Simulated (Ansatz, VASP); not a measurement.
**One calculation of ZrPd2Se5, two programs**

```
Zr Pd Se
1.0
     3.75000    0.00000    0.00000
    -1.87500    3.24760    0.00000
     0.00000    0.00000   14.70000
Zr Pd Se
1 2 5
Direct
  0.00000 0.00000 0.00000
  0.33333 0.66667 0.40000
  0.66667 0.33333 0.60000
  0.66667 0.33333 0.30500
  0.33333 0.66667 0.69500
  0.00000 0.00000 0.50000
  0.33333 0.66667 0.10800
  0.66667 0.33333 0.89200
```

Alike in both runs: task relaxation of cell and atoms; functional PBE; k mesh 4 × 4 × 1; occupations gaussian, width 0.15 eV; no spin polarisation.

|  | VASP | Ansatz |
| --- | --- | --- |
| version | VASP 6.6.1 | Ansatz 0.2.0 |
| potentials or method | VASP PAW PBE potentials, release 64 (Zr_sv, Pd, Se), cutoff 600 eV | scalar-relativistic, plane waves, PAW |
| valence electrons in the cell | 62 | 128 |

Ansatz gave:

| Property | Result |
| --- | --- |
| gap on the k mesh at the Fermi level, each at its own relaxed structure (eV) | none |
| relaxed volume (Å³/atom) | 23.75 |
| relaxed length of the cell vector where the two differ most in proportion (Å) | 15.345 |

Q: Which values does VASP return?

A: gap on the k mesh at the Fermi level, each at its own relaxed structure (eV): none; relaxed volume (Å³/atom): 23.27; relaxed length of the cell vector where the two differ most in proportion (Å): 15.007.

A gap of «none» marks a metal or a gap that the smearing closes. VASP's potentials hold 62 valence electrons a cell and Ansatz's 128, so a difference there can come from the potentials and not from the codes.

The k mesh is coarse, so the values compare programs but aren't converged.
